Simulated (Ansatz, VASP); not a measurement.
## Two plane-wave programs on CsCdCl3

Contents of INCAR:

```
SYSTEM = CsCdCl3
PREC = Accurate
ENCUT = 520
EDIFF = 1E-6
ISMEAR = 0
SIGMA = 0.05
LREAL = .FALSE.
LASPH = .TRUE.
NELM = 60
ALGO = Normal
ISIF = 2
LWAVE = .FALSE.
LCHARG = .FALSE.
NBANDS = 29
```

File KPOINTS:

```
Automatic mesh
0
G
  6 6 6
  0 0 0
```

File POSCAR:

```
CsCdCl3
1.0
    5.2000000000      0.0000000000      0.0000000000
    0.0000000000      5.2000000000      0.0000000000
    0.0000000000      0.0000000000      5.2000000000
Cs Cd Cl
1 1 3
Direct
    0.0000000000      0.0000000000      0.0000000000
    0.5000000000      0.5000000000      0.5000000000
    0.0000000000      0.5000000000      0.5600961538
    0.5000000000      0.0000000000      0.5600961538
    0.5000000000      0.5000000000      0.0600961538
```

Input for Ansatz:

```yaml
crystal:
  lattice:
    - [5.2, 0.0, 0.0]
    - [0.0, 5.2, 0.0]
    - [0.0, 0.0, 5.2]
  atoms:
    - { symbol: Cs, position: [0.0, 0.0, 0.0] }
    - { symbol: Cd, position: [0.5, 0.5, 0.5] }
    - { symbol: Cl, position: [0.0, 0.5, 0.5600961538] }
    - { symbol: Cl, position: [0.5, 0.0, 0.5600961538] }
    - { symbol: Cl, position: [0.5, 0.5, 0.0600961538] }
basis:
  ecutwfc: 420
kpoints:
  mp_grid: { grid: [6, 6, 6] }
hamiltonian:
  xc: lda
scf:
  occupations: { method: gaussian, width: 0.05 }
output:
  forces: true
  stress: true
  eigenvalues: true
```

Change from the starting cell: all Cl atoms moved +0.312 Å, as atom 3 along Cartesian [0 0 1].

Alike in both runs: task single point; functional LDA; k mesh 6 × 6 × 6; occupations gaussian, width 0.05 eV; no spin polarisation.

|  | VASP | Ansatz |
| --- | --- | --- |
| version | VASP 6.6.1 | Ansatz 0.2.0 |
| potentials or method | VASP PAW LDA potentials, release 64 (Cs_sv, Cd, Cl), cutoff 520 eV | scalar-relativistic, plane waves, PAW |
| valence electrons in the cell | 42 | 50 |

```csv
,VASP,Ansatz,Ansatz less VASP
gap on the k mesh at the Fermi level (eV),1.74,1.71,-0.021
least direct gap on the mesh (eV),2.18,2.17,-0.016
pressure (GPa),-0.1,-0.4,-0.26
"traceless stress, the component that is largest in VASP (GPa)",3.07,2.95,-0.119
rms of the force components (eV/Å),0.684,0.644,-0.0402
```

LDA's correlation is that of Perdew and Zunger in VASP and of Perdew and Wang (1992) in Ansatz. Atom by atom the forces differ by 0.040 eV/Å (rms over components). VASP's potentials hold 42 valence electrons a cell and Ansatz's 50, so a difference there can come from the potentials and not from the codes.

Neither program's run includes spin-orbit coupling.
